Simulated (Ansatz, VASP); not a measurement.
# One calculation of BP, two programs

```
B P
1.0
     0.00000    2.23097    2.23097
     2.23097    0.00000    2.23097
     2.23097    2.23097    0.00000
B P
1 1
Direct
  0.00000 0.00000 0.00000
  0.25000 0.25000 0.25000
```

Alike in both runs: task single point; functional PBE; dispersion D3(BJ); k mesh 10 × 10 × 10; occupations gaussian, width 0.02 eV; no spin polarisation.

|  | VASP | Ansatz |
| --- | --- | --- |
| version | VASP 6.6.1 | Ansatz 0.2.0 |
| potentials or method | VASP PAW PBE potentials, release 64 (B, P), cutoff 500 eV | scalar-relativistic, plane waves, PAW |
| valence electrons in the cell | 8 | 8 |

Ansatz gave:

```
gap on the k mesh at the Fermi level (eV) : 1.17
least direct gap on the mesh (eV)         : 3.48
pressure (GPa)                            : 5.5
```

Q: What did VASP give for the same quantities?

A: gap on the k mesh at the Fermi level (eV): 1.17; least direct gap on the mesh (eV): 3.48; pressure (GPa): 5.2.
